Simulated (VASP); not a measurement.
A run of VASP 6.6.1 is set up as follows.

File INCAR:

```
SYSTEM = BaBe
PREC = Accurate
ENCUT = 520
EDIFF = 1E-6
ISMEAR = 0
SIGMA = 0.1
LREAL = .False.
LASPH = .True.
NELM = 100
ALGO = Fast
ISIF = 2
LWAVE = .False.
LCHARG = .True.
GGA = PE
LELF = .True.
LVHAR = .True.
NBANDS = 20
```

The input KPOINTS:

```
Automatic mesh
0
Gamma
  10 10 10
  0 0 0
```

File POSCAR:

```
BaBe
1.0
    0.0000000000      4.8857545039      5.0368178669
    3.8969034600      0.0000000000      5.0368178669
    3.8969034600      4.8857545039      0.0000000000
Ba Be
2 2
Direct
    0.0000000000      0.5000000000      0.5000000000
    0.5000000000      0.0000000000      0.0000000000
    0.1006793169      0.8993206831      0.1006793169
    0.8993206831      0.1006793169      0.8993206831
```

Potentials or basis: VASP PAW PBE potentials, release 64 (Ba_sv, Be).

The run is started by

```bash
$ cat potpaw_PBE.64/Ba_sv/POTCAR potpaw_PBE.64/Be/POTCAR > POTCAR
$ mpirun -np 1 vasp_std > vasp.out
```

Task: Predict the pressure.

Result: 0.1 GPa.

Task: Predict the band gap on the k mesh.

Result: Zero (bands 12 and 13 overlap by 0.35 eV).

Task: Predict the largest force.

Result: 0.004 eV/Å.

Forces in eV/Å, atoms in the order of the input:
```
Ba   0.000  0.000  0.000
Ba   0.000  0.000  0.000
Be   0.000 -0.004  0.000
Be   0.000  0.004  0.000
```

Caveat: spin-orbit coupling is left out, which moves the levels of the heavy elements.
